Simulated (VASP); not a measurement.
Here is a VASP 6.6.1 calculation.

INCAR

```
PREC = Accurate
ENCUT = 600
EDIFF = 1E-7
ISMEAR = -1
SIGMA = 0.1
LREAL = F
LASPH = T
NELM = 60
ALGO = Normal
ISIF = 3
LWAVE = F
LCHARG = F
GGA = PE
IBRION = 2
NSW = 60
EDIFFG = -0.005
PSTRESS = -5.1
```

The input KPOINTS:

```
regular mesh
0
Gamma
  17 17 17
```

The input POSCAR:

```
Zn
1.0
   -1.5636131141      1.5636131141      1.5636131141
    1.5636131141     -1.5636131141      1.5636131141
    1.5636131141      1.5636131141     -1.5636131141
Zn
1
Direct
    0.0000000000      0.0000000000      0.0000000000
```

Potentials or basis: VASP PAW PBE potentials, release 64 (Zn).

Run with:

```console
$ cat potpaw_PBE.64/Zn/POTCAR > POTCAR
$ mpirun -np 1 vasp_std > vasp.out
```

(1) Estimate the band gap on the k mesh.

(2) Predict the relaxed volume.

(3) What does it give for the relaxed cell?

(4) Estimate the space group after relaxing (to 0.05 Å).

Answers

(1) zero (band 6 reaches 6.61 eV, above the bottom of band 7 at 2.08 eV).

(2) 15.55 Å³/atom.

(3) a = 2.724 Å, b = 2.724 Å, c = 2.724 Å, α = 109.47°, β = 109.47°, γ = 109.47°.

(4) Im-3m (No. 229).

Caveat: the cell is relaxed towards a set pressure, so the enthalpy falls and the energy may rise.
